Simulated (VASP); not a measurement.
## MoS2: single point with PBEsol

MoS2:

```
Mo S
1.0
     3.14146    0.00000    0.00000
    -1.57073    2.72059    0.00000
     0.00000    0.00000   12.57252
Mo S
2 4
Direct
  0.33333 0.66667 0.25000
  0.66667 0.33333 0.75000
  0.33333 0.66667 0.62600
  0.66667 0.33333 0.12600
  0.33333 0.66667 0.87400
  0.66667 0.33333 0.37400
```

```
Program             : VASP 6.6.1
Task                : single point
Functional          : PBEsol
Potentials or basis : VASP PAW PBE potentials, release 64 (Mo_sv, S)
Cutoff              : 520 eV
k mesh              : 10 × 10 × 4
Occupations         : fermi-dirac, width 0.08 eV
Spin                : no spin polarisation
```

```json
{
  "Pressure": "0.0 GPa",
  "Band gap on the k mesh": "1.04 eV (least direct gap 1.97 eV)"
}
```

Levels at points of the mesh, in eV from the valence-band top:
```csv
k point,band 22,band 23,band 24,band 25,band 26,band 27,band 28,band 29,band 30,band 31
"(0.00, 0.00, 0.00)",-2.03,-2.03,-1.31,-1.13,0.00,2.29,2.29,2.31,2.31,2.50
"(0.50, 0.00, 0.00)",-2.45,-1.56,-1.41,-1.32,-1.23,1.80,1.84,2.19,2.45,3.01
"(0.00, 0.00, 0.50)",-2.05,-2.05,-2.05,-0.29,-0.29,2.29,2.29,2.29,2.29,2.57
"(0.50, 0.00, 0.50)",-2.56,-1.48,-1.48,-1.27,-1.27,1.82,1.82,2.33,2.33,3.35
```

Run time: 55 s on 1 thread of Intel(R) Xeon(R) 6975P-C (Granite Rapids) (shared host), peak memory 0.29 GiB.

Caveat: the PAW data sets were made with another functional, which shifts forces and pressure a little; this functional lacks dispersion, which binds layers or chains, so the pressure and a relaxed spacing across them are unreliable. A k mesh can miss the band edges.
